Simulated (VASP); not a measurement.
Input of a VASP 6.6.1 run:

File INCAR:

```
SYSTEM = ZnS
ALGO     = Normal         ! electronic algorithm
EDIFF    = 1E-6           ! SCF threshold, eV
EDIFFG   = -0.005         ! ionic threshold
ENCUT    = 600            ! plane-wave cutoff, eV
GGA      = PS             ! functional
IBRION   = 2              ! ionic algorithm
ISIF     = 3              ! what is computed and relaxed
ISMEAR   = 0              ! smearing method
LASPH    = .TRUE.         ! aspherical terms in the spheres
LCHARG   = .FALSE.        ! write CHGCAR
LREAL    = .FALSE.        ! projectors in reciprocal space
LWAVE    = .FALSE.        ! write WAVECAR
NELM     = 80             ! most SCF steps
NSW      = 100            ! ionic steps
PREC     = Accurate       ! precision mode
SIGMA    = 0.02           ! smearing width, eV
```

Contents of KPOINTS:

```
k-points
0
G
  12 12 6
  0 0 0
```

Contents of POSCAR:

```
ZnS
1.0
    3.8110000000      0.0000000000      0.0000000000
   -1.9055000000      3.3004228138      0.0000000000
    0.0000000000      0.0000000000      6.2340000000
Zn S
2 2
Direct
    0.3333333333      0.6666666667      0.0000000000
    0.6666666667      0.3333333333      0.5000000000
    0.3333333333      0.6666666667      0.3850000000
    0.6666666667      0.3333333333      0.8850000000
```

Potentials or basis: VASP PAW PBE potentials, release 64 (Zn, S).

Launch:

```console
$ cat potpaw_PBE.64/Zn/POTCAR potpaw_PBE.64/S/POTCAR > POTCAR
$ mpirun -np 1 vasp_std > vasp.out
```

(1) What does it give for the space group after relaxing (to 0.1 Å)?

(2) Predict the relaxed cell.

(3) Predict the band gap on the k mesh.

Answers

(1) P6_3mc (No. 186).

(2) a = 3.785 Å, b = 3.785 Å, c = 6.213 Å, α = 90.00°, β = 90.00°, γ = 120.00°.

(3) 2.15 eV.
